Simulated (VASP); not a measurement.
# B (P6/mmm) in VASP: a series of runs

Runs on B. Level: PBEsol. Tasks: single point.

All numbers are computed with VASP 6.6.1; they aren't measurements. Logs are shortened: lines on timing, memory, paths and dates and some standing lists are left out, and cuts for length are marked.

### 1 The cell of the first run

The structure is hexagonal, space group P6/mmm (No. 191). Conventional cell: a = 1.702 Å, b = 1.702 Å, c = 3.599 Å, α = 90.00°, β = 90.00°, γ = 120.00°. Within 2.3 Å of B (site symmetry 6/mmm) lie 6 B at 1.70 Å.

### 2 Single point, PBEsol

INCAR

```
PREC = Accurate
ENCUT = 500
EDIFF = 1E-6
ISMEAR = 1
SIGMA = 0.1
LREAL = F
LASPH = T
NELM = 120
ALGO = Normal
ISIF = 2
LWAVE = F
LCHARG = F
GGA = PS
NBANDS = 8
GGA_COMPAT = F
```

KPOINTS

```
regular mesh
0
Gamma
  23 23 10
```

POSCAR

```
B
1.0
    1.7024300000      0.0000000000      0.0000000000
   -0.8512200000      1.4743500000      0.0000000000
    0.0000000000      0.0000000000      3.5990658000
B
1
Direct
    0.0000000000      0.0000000000      0.0000000000
```

Potentials or basis: VASP PAW PBE potentials, release 64 (B).

Command:

```bash
> cat potpaw_PBE.64/B/POTCAR > POTCAR
> mpirun -np 1 vasp_std > vasp.out
```

OUTCAR:

```text
PREC = Accurate
   ENCUT = 500
   EDIFF = 1E-6
   ISMEAR = 1
   LREAL = F
   LASPH = T
   NELM = 120
   ISIF = 2
   GGA = PS

 ion  position               nearest neighbor table
   1  0.000  0.000  0.000-

  LATTYP: Found a hexagonal cell.
 ALAT       =     1.7024300000
 C/A-ratio  =     2.1140756448

  Lattice vectors:

 A1 = (   1.7024300000,   0.0000000000,   0.0000000000)
 A2 = (  -0.8512200000,   1.4743500000,   0.0000000000)
 A3 = (   0.0000000000,   0.0000000000,   3.5990658000)

Analysis of symmetry for initial positions (statically):
=====================================================================
 Subroutine PRICEL returns:
 Original cell was already a primitive cell.

 Routine SETGRP: Setting up the symmetry group for a
 hexagonal supercell.

 Subroutine GETGRP returns: Found 24 space group operations
 (whereof 24 operations were pure point group operations)
 out of a pool of 24 trial point group operations.

The static configuration has the point symmetry D_6h.

Analysis of symmetry for dynamics (positions and initial velocities):
=====================================================================
 Subroutine PRICEL returns:
 Original cell was already a primitive cell.

 Routine SETGRP: Setting up the symmetry group for a
 hexagonal supercell.

 Subroutine GETGRP returns: Found 24 space group operations
 (whereof 24 operations were pure point group operations)
 out of a pool of 24 trial point group operations.

The dynamic configuration has the point symmetry D_6h.

 Subroutine INISYM returns: Found 24 space group operations
 (whereof 24 operations are pure point group operations),
 and found     1 'primitive' translations

----------------------------------------------------------------------------------------

                                     Primitive cell

  volume of cell :       9.0336

  direct lattice vectors                    reciprocal lattice vectors
     1.702430000  0.000000000  0.000000000     0.587395664  0.339134491  0.000000000
    -0.851220000  1.474350000  0.000000000     0.000000000  0.678264998  0.000000000
     0.000000000  0.000000000  3.599065800     0.000000000  0.000000000  0.277849880

  length of vectors
     1.702430000  1.702434554  3.599065800     0.678266813  0.678264998  0.277849880

  position of ions in fractional coordinates (direct lattice)
[... 76 lines left out ...]
   NELM   =    120;   NELMIN=  2; NELMDL= -5     # of ELM steps
   EDIFF  = 0.1E-05   stopping-criterion for ELM
   LREAL  =      F    real-space projection
   EDIFFG = 0.1E-04   stopping-criterion for IOM
   NSW    =      0    number of steps for IOM
   IBRION =     -1    ionic relax: 0-MD 1-quasi-New 2-CG
   NFREE  =      0    steps in history (QN), initial steepest desc. (CG)
   ISIF   =      2    stress and relaxation
   ISYM   =      2    0-nonsym 1-usesym 2-fastsym
   POTIM  = 0.5000    time-step for ionic-motion
   TEBEG  =    0.0;   TEEND  =   0.0 temperature during run
   PSTRESS=    0.0 pullay stress
   NELECT =       3.0000    total number of electrons
   NUPDOWN=      -1.0000    fix difference up-down
   EMIN   =  10.00;   EMAX   =-10.00  energy-range for DOS
   EFERMI =   0.00;   METHOD = LEGACY
   ISMEAR =     1;   SIGMA  =   0.10  broadening in eV -4-tet -1-fermi 0-gaus
   EFERMI_NEDOS =   21; number of points for ismear=-14 and -15
   IALGO  =     38    algorithm
   IMIX   =      4    mixing-type and parameters
     AMIX     =   0.40;   BMIX     =  1.00
     AMIX_MAG =   1.60;   BMIX_MAG =  1.00
  volume/ion in A,a.u.               =       9.03        60.96
  Fermi-wavevector in a.u.,A,eV,Ry     =   1.133693  2.142369 17.487014  1.285259
  Thomas-Fermi vector in A             =   2.270396
   LORBIT       =      0    0 simple, 1 ext, 2 COOP (PROOUT), +10 PAW based schemes
   GGA     = PS    functional components
   LHFCALC =     F    Hartree Fock is set to
   AEXX    =    0.0000 exact exchange contribution
   IVDW    =     0    specifies the selected vdW correction
   LEPSILON=     F    determine dielectric tensor
   LRPA    =     F    only Hartree local field effects (RPA)
 non-spin polarized calculation
 Methfessel and Paxton  Order N= 1 SIGMA  =   0.10
  energy-cutoff  :      500.00
  volume of cell :        9.03
 maximum number of plane-waves:       247
   NGX =  7   NGY =  7   NGZ = 13

 number of electron       3.0000001 magnetization

 Free energy of the ion-electron system (eV)
  ---------------------------------------------------
  ext. energy  EPLUGINS =         0.00000000
  ---------------------------------------------------
  free energy    TOTEN  =        -6.30989440 eV

  energy without entropy =       -6.30985851  energy(sigma->0) =       -6.30988243

 E-fermi :   5.4711     XC(G=0): -10.3179

 val. band max:        5.3868806004   @ k =   0.3043   0.0870   0.3000
 cond. band min:       5.4725061120   @ k =   0.2609   0.1304   0.2000
 fundamental gap:      0.0856255116
 Fermi energy:         5.4710542031

 k-point     1 :       0.0000    0.0000    0.0000
  band No.  band energies     occupation
      1     -11.9343      2.00000
      2      -1.4020      2.00000
      3       7.5676      0.00000
      4      30.2032      0.00000
      5      30.2034      0.00000
      6      31.9187      0.00000
      7      37.8914      0.00000
      8      51.4911      0.00000
[... 243 lines left out ...]
 k-point    24 :       0.0870    0.0870    0.0000
  band No.  band energies     occupation
      1     -10.8891      2.00000
      2       0.0872      2.00000
      3       8.8419      0.00000
      4      26.3079      0.00000
      5      26.3255      0.00000
      6      32.9029      0.00000
      7      40.2997      0.00000
      8      44.2115      0.00000

 [... further k-points ...]

------------------------ aborting loop because EDIFF is reached ----------------------------------------

  FORCE on cell =-STRESS in cart. coord.  units (eV):
  Direction    XX          YY          ZZ          XY          YZ          ZX
  --------------------------------------------------------------------------------------
  -------------------------------------------------------------------------------------
  Total        0.1406517      0.1406522     -0.0339878     -0.0000005     -0.0000000     -0.0000000
  in kB       24.9457197     24.9458000     -6.0280020     -0.0000846     -0.0000000     -0.0000000
  external PRESSURE =      14.6211726 kB  Pullay stress =       0.0000000 kB

 VOLUME and BASIS-vectors are now :
 -----------------------------------------------------------------------------
  energy-cutoff  :      500.00
  volume of cell :        9.03
      direct lattice vectors                 reciprocal lattice vectors
     1.702430000  0.000000000  0.000000000     0.587395664  0.339134491  0.000000000
    -0.851220000  1.474350000  0.000000000     0.000000000  0.678264998  0.000000000
     0.000000000  0.000000000  3.599065800     0.000000000  0.000000000  0.277849880

 POSITION                                       TOTAL-FORCE (eV/Angst)
 -----------------------------------------------------------------------------------
      0.00000      0.00000      0.00000        -0.000000      0.000000      0.000000
 -----------------------------------------------------------------------------------
    total drift:                                0.000000      0.000000     -0.000000

  FREE ENERGIE OF THE ION-ELECTRON SYSTEM (eV)
  ---------------------------------------------------
  free  energy   TOTEN  =        -6.3098943978 eV

  energy  without entropy=       -6.3098585082  energy(sigma->0) =       -6.30988243
```

OSZICAR:

```text
N       E                     dE             d eps       ncg     rms          rms(c)
DAV:   1    -0.289451582878E+01   -0.28945E+01   -0.14695E+03  5744   0.280E+02
DAV:   2    -0.673920994059E+01   -0.38447E+01   -0.36302E+01  7368   0.426E+01
DAV:   3    -0.674712421532E+01   -0.79143E-02   -0.79131E-02  6080   0.214E+00
DAV:   4    -0.674712675158E+01   -0.25363E-05   -0.25362E-05  8280   0.341E-02
DAV:   5    -0.674712675153E+01    0.57838E-10   -0.16679E-09  6176   0.163E-04    0.328E+00
DAV:   6    -0.639966186332E+01    0.34746E+00   -0.31244E-01  5688   0.212E+00    0.175E+00
DAV:   7    -0.630965636087E+01    0.90006E-01   -0.23307E-01  5872   0.179E+00    0.414E-01
DAV:   8    -0.630991233860E+01   -0.25598E-03   -0.14324E-03  6304   0.230E-01    0.488E-02
DAV:   9    -0.630988386854E+01    0.28470E-04   -0.20742E-04  6048   0.566E-02    0.191E-02
DAV:  10    -0.630989561787E+01   -0.11749E-04   -0.26004E-05  6520   0.218E-02    0.395E-03
DAV:  11    -0.630989437248E+01    0.12454E-05   -0.46627E-06  6000   0.869E-03    0.649E-04
DAV:  12    -0.630989439777E+01   -0.25299E-07   -0.21906E-08  3016   0.109E-03
   1 F= -.63098944E+01 E0= -.63098824E+01  d E =-.358896E-04
```

It took 8.7 s on 1 thread of Intel Xeon Platinum 8375C at 2.90GHz (Ice Lake), shared host; peak memory 0.12 GiB.

Results:

* Free energy: -6.3099 eV
* Pressure: 1.5 GPa

Caveat: the PAW data sets were made with another functional, which shifts forces and pressure a little.

### 3 Single point, PBEsol

This run uses another cell than the first one, of 9.06 Å³/atom, 1.003 times its volume.

INCAR

```
SYSTEM = B
PREC = Accurate
ENCUT = 500
EDIFF = 1E-6
ISMEAR = 1
SIGMA = 0.1
LREAL = .False.
LASPH = .True.
NELM = 120
ALGO = Normal
ISIF = 2
LWAVE = .False.
LCHARG = .False.
GGA = PS
NBANDS = 8
GGA_COMPAT = .False.
```

KPOINTS

```
Automatic mesh
0
Gamma
  23 23 10
  0 0 0
```

POSCAR, as its differences from that of step 2:

```diff
@@ -4,3 +4,3 @@
    -0.8512200000      1.4743500000      0.0000000000
-    0.0000000000      0.0000000000      3.5990658000
+    0.0000000000      0.0000000000      3.6111838667
 B
```

Potentials or basis: VASP PAW PBE potentials, release 64 (B).

Command:

```bash
> cat potpaw_PBE.64/B/POTCAR > POTCAR
> mpirun -np 1 vasp_std > vasp.out
```

OUTCAR:

```text
SYSTEM = B
   PREC = Accurate
   ENCUT = 500
   EDIFF = 1E-6
   ISMEAR = 1
   LREAL = .False.
   LASPH = .True.
   NELM = 120
   ISIF = 2
   GGA = PS

 ion  position               nearest neighbor table
   1  0.000  0.000  0.000-

  LATTYP: Found a hexagonal cell.
 ALAT       =     1.7024300000
 C/A-ratio  =     2.1211937446

  Lattice vectors:

[... 442 lines left out ...]
      5      26.2818      0.00000
      6      32.6805      0.00000
      7      40.0440      0.00000
      8      44.1838      0.00000

 [... further k-points ...]

------------------------ aborting loop because EDIFF is reached ----------------------------------------

  FORCE on cell =-STRESS in cart. coord.  units (eV):
  Direction    XX          YY          ZZ          XY          YZ          ZX
  --------------------------------------------------------------------------------------
  -------------------------------------------------------------------------------------
  Total        0.1416542      0.1416547     -0.0396744     -0.0000005     -0.0000000      0.0000000
  in kB       25.0392091     25.0392896     -7.0129539     -0.0000849     -0.0000000      0.0000000
  external PRESSURE =      14.3551816 kB  Pullay stress =       0.0000000 kB

 VOLUME and BASIS-vectors are now :
 -----------------------------------------------------------------------------
  energy-cutoff  :      500.00
  volume of cell :        9.06
      direct lattice vectors                 reciprocal lattice vectors
     1.702430000  0.000000000  0.000000000     0.587395664  0.339134491  0.000000000
    -0.851220000  1.474350000  0.000000000     0.000000000  0.678264998  0.000000000
     0.000000000  0.000000000  3.611183867     0.000000000  0.000000000  0.276917498

 POSITION                                       TOTAL-FORCE (eV/Angst)
 -----------------------------------------------------------------------------------
      0.00000      0.00000      0.00000        -0.000000      0.000000      0.000000
 -----------------------------------------------------------------------------------
    total drift:                                0.000000     -0.000000     -0.000000

  FREE ENERGIE OF THE ION-ELECTRON SYSTEM (eV)
  ---------------------------------------------------
  free  energy   TOTEN  =        -6.3097875782 eV

  energy  without entropy=       -6.3097116405  energy(sigma->0) =       -6.30976227
```

It took 9.1 s on 1 thread of Intel Xeon Platinum 8375C at 2.90GHz (Ice Lake), shared host; peak memory 0.12 GiB.

Results:

```
Free energy : -6.3098 eV
Pressure    : 1.4 GPa
```

Stress tensor (GPa, compression positive):
```
 2.50  0.00  0.00
 0.00  2.50  0.00
 0.00  0.00 -0.70
```

Caveat: the PAW data sets were made with another functional, which shifts forces and pressure a little.
